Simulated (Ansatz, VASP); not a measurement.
**Mg: VASP beside Ansatz**

The input INCAR:

```
PREC = Accurate ; ENCUT = 520
EDIFF = 1E-7 ; ISMEAR = 0
SIGMA = 0.15 ; LREAL = F
LASPH = T ; NELM = 100
ALGO = Normal ; ISIF = 2
LWAVE = F ; LCHARG = T
GGA = PE ; LELF = T
LVHAR = T ; NBANDS = 9
```

Contents of KPOINTS:

```
regular mesh
0
Gamma
  18 18 10
```

POSCAR

```
Mg
1.0
    3.0809006712      0.0000000000      0.0000000000
   -1.5404503356      2.6681382478      0.0000000000
    0.0000000000      0.0000000000      4.7935036000
Mg
2
Direct
    0.3333333333      0.6666666667      0.2500000000
    0.6666666667      0.3333333333      0.7500000000
```

Input for Ansatz:

```yaml
crystal:
  lattice:
    - [3.0809006712, 0.0, 0.0]
    - [-1.5404503356, 2.6681382478, 0.0]
    - [0.0, 0.0, 4.7935036]
  atoms:
    - { symbol: Mg, position: [0.3333333333, 0.6666666667, 0.25] }
    - { symbol: Mg, position: [0.6666666667, 0.3333333333, 0.75] }
basis:
  ecutwfc: 420
kpoints:
  mp_grid: { grid: [18, 18, 10] }
hamiltonian:
  xc: pbe
scf:
  occupations: { method: gaussian, width: 0.15 }
output:
  forces: true
  stress: true
  eigenvalues: true
```

Change from the starting cell: strain -0.040 along x and y, -0.080 along z, atoms carried along.

Alike in both runs: task single point; functional PBE; k mesh 18 × 18 × 10; occupations gaussian, width 0.15 eV; no spin polarisation.

|  | VASP | Ansatz |
| --- | --- | --- |
| version | VASP 6.6.1 | Ansatz 0.2.0 |
| potentials or method | VASP PAW PBE potentials, release 64 (Mg), cutoff 520 eV | scalar-relativistic, plane waves, PAW |
| valence electrons in the cell | 4 | 20 |

|  | VASP | Ansatz | Ansatz less VASP |
| --- | --- | --- | --- |
| gap on the k mesh at the Fermi level (eV) | none | none | - |
| pressure (GPa) | 7.4 | 7.5 | +0.10 |
| traceless stress, the component that is largest in VASP (GPa) | 2.02 | 2.01 | -0.010 |

A gap of «none» marks a metal or a gap that the smearing closes. VASP's potentials hold 4 valence electrons a cell and Ansatz's 20, so a difference there can come from the potentials and not from the codes.
